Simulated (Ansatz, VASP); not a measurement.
## H: VASP beside Ansatz

```xyz
2
Lattice="12.0000 0.0000 0.0000 0.0000 12.5000 0.0000 0.0000 0.0000 13.0000" Properties=species:S:1:pos:R:3 pbc="T T T"
H     5.4000    5.8750    6.1291
H     5.4000    5.8750    6.8709
```

Alike in both runs: functional r2SCAN; k mesh 1 × 1 × 1; no spin polarisation.

Ansatz relaxed the structure, and its values are those at the end. VASP's run is a single point on that final structure, the one shown.

```csv
,VASP,Ansatz
version,VASP 6.6.1,Ansatz 0.2.0
potentials or method,"VASP PAW PBE potentials, release 64 (H), cutoff 520 eV",plane-wave PAW DFT
occupations,"gaussian, width 0.01 eV",fixed
valence electrons in the cell,2,2
```

VASP gave:

* rms of the force components (eV/Å): 0.009

Problem. Estimate Ansatz's values.

Solution. rms of the force components (eV/Å): 0.004.

VASP's potentials were made for PBE, not for r2SCAN.
